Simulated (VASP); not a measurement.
**BaH2: single point with PBEsol**

Crystal: BaH2.

```
CELL_PARAMETERS angstrom
4.38454 0.00000 0.00000
-2.19227 3.79712 0.00000
0.00000 0.00000 5.79561
ATOMIC_POSITIONS crystal
Ba 0.66667 0.33333 0.75000
Ba 0.33333 0.66667 0.25000
H 0.33333 0.66667 0.75000
H 0.66667 0.33333 0.25000
H 0.00000 0.00000 0.50000
H 0.00000 0.00000 0.00000
```

```
Program                : VASP 6.6.1
Task                   : single point
Functional             : PBEsol
Potentials or basis    : VASP PAW PBE potentials, release 64 (Ba_sv, H)
Cutoff                 : 520 eV
k mesh                 : 9 × 9 × 6
Occupations            : gaussian, width 0.02 eV
Spin                   : no spin polarisation
Dipole correction      : no
Further INCAR settings : ALGO = Normal; EDIFF = 1e-07; NBANDS = 21
```

The pressure is 0.8 GPa. The band gap on the k mesh is 1.53 eV (least direct gap 2.44 eV).

Levels at points of the mesh, in eV from the valence-band top:
| k point | band 8 | band 9 | band 10 | band 11 | band 12 | band 13 | band 14 | band 15 | band 16 | band 17 |
| --- | --- | --- | --- | --- | --- | --- | --- | --- | --- | --- |
| (0.00, 0.00, 0.00) | -11.54 | -4.50 | -3.19 | -0.31 | -0.01 | 2.68 | 2.68 | 3.73 | 3.73 | 3.87 |
| (0.00, 0.00, 0.50) | -11.82 | -3.30 | -3.30 | -0.43 | -0.43 | 2.47 | 2.47 | 2.47 | 2.47 | 4.16 |

It took 110 s on 1 thread of AMD EPYC 7R13, with other jobs on the host, peak memory 0.29 GiB.

Caveat: the PAW data sets were made with another functional, which shifts forces and pressure a little; spin-orbit coupling is left out, which moves the levels of the heavy elements. A k mesh can miss the band edges.
